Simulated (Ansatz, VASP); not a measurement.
**Two plane-wave programs on Mo**

```
Mo
1.0
    -1.52391    1.52391    1.52391
     1.52391   -1.52391    1.52391
     1.52391    1.52391   -1.52391
Mo
1
Direct
  0.00000 0.00000 0.00000
```

Alike in both runs: task single point; functional LDA; k mesh 18 × 18 × 18; occupations gaussian, width 0.1 eV; no spin polarisation.

```csv
,VASP,Ansatz
version,VASP 6.6.1,Ansatz 0.2.0
potentials or method,"VASP PAW LDA potentials, release 64 (Mo_sv), cutoff 500 eV","scalar-relativistic, plane waves, PAW"
valence electrons in the cell,14,14
```

|  | VASP | Ansatz | Ansatz less VASP |
| --- | --- | --- | --- |
| gap on the k mesh at the Fermi level (eV) | none | none | - |
| pressure (GPa) | 22.4 | 20.8 | -1.54 |

LDA's correlation is that of Perdew and Zunger in VASP and of Perdew and Wang (1992) in Ansatz. A gap of «none» marks a metal or a gap that the smearing closes.
